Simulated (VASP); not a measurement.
Wanted: the native input for a VASP 6.6.1 run.

```yaml
Task: single point
Functional: PBE
Potentials_or_basis: VASP PAW PBE potentials, release 64 (B, C, Br)
Cutoff: 520 eV
k_mesh: 16 × 16 × 16
Occupations: gaussian, width 0.1 eV
Spin: no spin polarisation
Dipole_correction: no
Further_INCAR_settings: ALGO = Normal; EDIFF = 1e-06; NBANDS = 21
```

The structure of B3C2Br lies in POSCAR:

```
B3C2Br
1.0
   -1.5658202727      1.5658202727      5.1401284762
    1.5658202727     -1.5658202727      5.1401284762
    1.5658202727      1.5658202727     -5.1401284762
B C Br
3 2 1
Direct
    0.7500000000      0.2500000000      0.5000000000
    0.5000000000      0.5000000000      0.0000000000
    0.2500000000      0.7500000000      0.5000000000
    0.6668632867      0.6668632867      0.0000000000
    0.3331367133      0.3331367133      0.0000000000
    0.0000000000      0.0000000000      0.0000000000
```

These files were run (other wordings do the same):

INCAR

```
PREC = Accurate
ENCUT = 520
EDIFF = 1E-6
ISMEAR = 0
SIGMA = 0.1
LREAL = F
LASPH = T
NELM = 80
ALGO = Normal
ISIF = 2
LWAVE = F
LCHARG = T
GGA = PE
LELF = T
LVHAR = T
NBANDS = 21
```

KPOINTS

```
Automatic mesh
0
Gamma
  16 16 16
```

Potentials or basis: VASP PAW PBE potentials, release 64 (B, C, Br).

Launch:

```bash
$ cat potpaw_PBE.64/B/POTCAR potpaw_PBE.64/C/POTCAR potpaw_PBE.64/Br/POTCAR > POTCAR
$ mpirun -np 1 vasp_std > vasp.out
```

It gave:

```yaml
Pressure: 0.1 GPa
Largest_force: 0.006 eV/Å
Band_gap_on_the_k_mesh: zero (band 12 reaches 8.25 eV, above the bottom of band 13 at 7.83 eV)
```

Wall time 15 min on 1 thread of Intel Xeon 6975P-C (shared host), peak memory 0.51 GiB.
